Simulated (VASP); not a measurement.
Write the native input for VASP 6.6.1 that does the following.

```yaml
Task: single point
Functional: PBEsol
Dispersion: D3(BJ)
Potentials_or_basis: VASP PAW PBE potentials, release 64 (Ti_sv, Co)
Cutoff: 600 eV
k_mesh: 5 × 5 × 5
Occupations: methfessel-paxton, width 0.1 eV
Spin: collinear spin, zero start
Starting_moments: "[0.0, 0.0] μB"
Fixed_moment: 0 μB
Dipole_correction: no
Further_INCAR_settings: ALGO = Normal; EDIFF = 1e-06; NBANDS = 22
```

The structure of TiCo lies in POSCAR:

```
TiCo
1.0
    2.9861110000      0.0000000000      0.0000000000
    0.0000000000      2.9861110000      0.0000000000
    0.0000000000      0.0000000000      2.9861110000
Ti Co
1 1
Direct
    0.0000000000      0.0000000000      0.0000000000
    0.5000000000      0.5000000000      0.5000000000
```

These files were run (other wordings do the same):

INCAR

```
SYSTEM = TiCo
PREC     = Accurate       ! precision mode
ENCUT    = 600            ! plane-wave cutoff, eV
EDIFF    = 1E-6           ! SCF threshold, eV
ISMEAR   = 1              ! smearing method
SIGMA    = 0.1            ! smearing width, eV
LREAL    = .False.        ! projectors in reciprocal space
LASPH    = .True.         ! aspherical terms in the spheres
NELM     = 200            ! most SCF steps
ALGO     = Normal         ! electronic algorithm
ISIF     = 2              ! what is computed and relaxed
LWAVE    = .False.        ! write WAVECAR
LCHARG   = .True.         ! write CHGCAR
ISPIN    = 2              ! spin polarisation
MAGMOM   = 0 0            ! initial moments
LORBIT   = 11             ! projections on sites
NUPDOWN  = 0.0            ! fixed moment
LMAXMIX  = 4              ! l up to which the mixer works
GGA      = PS             ! functional
IVDW     = 12             ! dispersion correction
LELF     = .True.         ! ELF
LVHAR    = .True.       
NBANDS   = 22             ! bands
GGA_COMPAT= .False.
```

KPOINTS

```
Automatic mesh
0
Gamma
  5 5 5
  0 0 0
```

Potentials or basis: VASP PAW PBE potentials, release 64 (Ti_sv, Co).

Run with:

```bash
$ cat potpaw_PBE.64/Ti_sv/POTCAR potpaw_PBE.64/Co/POTCAR > POTCAR
$ mpirun -np 1 vasp_std > vasp.out
```

Results of the run:

| Item | Value |
| --- | --- |
| Pressure | -15.8 GPa |
| Net moment | 0.00 μB per cell |
| Valence electrons inside the program's atomic spheres | Ti 10.29; Co 8.31 |
| Dispersion energy per atom | -0.518 eV |

Caveat: the k points lie up to 0.42 Å⁻¹ apart; the PAW data sets were made with another functional, which shifts forces and pressure a little; the total moment is fixed, so each spin has its own Fermi level.

Wall time 8.3 s on 1 thread of Intel(R) Xeon(R) 6975P-C (Granite Rapids) (shared host), peak memory 0.16 GiB.
